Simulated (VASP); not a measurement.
**Y: single point with LDA**

Y:

```
Y
1.0
     3.50330    0.00000    0.00000
    -1.75165    3.03395    0.00000
     0.00000    0.00000   11.25664
Y
4
Direct
  0.00000 0.00000 0.00000
  0.00000 0.00000 0.50000
  0.33333 0.66667 0.25000
  0.66667 0.33333 0.75000
```

```json
{"Program": "VASP 6.6.1", "Task": "single point", "Functional": "LDA", "Potentials or basis": "VASP PAW LDA potentials, release 64 (Y_sv)", "Cutoff": "520 eV", "k mesh": "10 × 10 × 3", "Occupations": "fermi-dirac, width 0.08 eV", "Spin": "no spin polarisation"}
```

```yaml
Pressure: -0.8 GPa
Band_gap_on_the_k_mesh: zero (bands 22 and 23 overlap by 1.19 eV)
```

Levels at points of the mesh, in eV from the Fermi level:
```
           k point  band 20  band 21  band 22  band 23  band 24  band 25
(0.00, 0.00, 0.00)    -2.08     0.80     0.85     1.09     1.62     1.62
(0.50, 0.00, 0.00)    -1.25    -0.57    -0.54    -0.31     0.56     0.76
```

It took 2.3 min on 1 thread of Oxide Virtual Turin-like Processor, on a shared host, peak memory 0.22 GiB.
